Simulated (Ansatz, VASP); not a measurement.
**Two plane-wave programs on K5Au**

```
K Au
1.0
     7.86195    0.00000    0.00000
    -3.93097    6.80865    0.00000
     0.00000    0.00000    7.77061
K Au
5 1
Direct
  0.33333 0.66667 0.00000
  0.66667 0.33333 0.00000
  0.50000 0.00000 0.50000
  0.50000 0.50000 0.50000
  0.00000 0.50000 0.50000
  0.00000 0.00000 0.00000
```

Alike in both runs: functional PBE; k mesh 6 × 6 × 6; occupations gaussian, width 0.1 eV; no spin polarisation.

Ansatz relaxed the structure, and its values are those at the end. VASP's run is a single point on that final structure, the one shown.

```csv
,VASP,Ansatz
version,VASP 6.6.1,Ansatz 0.2.0
potentials or method,"VASP PAW PBE potentials, release 64 (K_sv, Au), cutoff 520 eV","scalar-relativistic, plane waves, PAW"
valence electrons in the cell,56,64
```

|  | VASP | Ansatz | Ansatz less VASP |
| --- | --- | --- | --- |
| gap on the k mesh at the Fermi level (eV) | none | none | - |
| pressure (GPa) | 0.0 | 0.0 | +0.01 |

A gap of «none» marks a metal or a gap that the smearing closes. With one functional, cell and mesh, what is left measures potentials, basis and numerics. VASP's potentials hold 56 valence electrons a cell and Ansatz's 64, so a difference there can come from the potentials and not from the codes.

Spin-orbit coupling is off throughout.
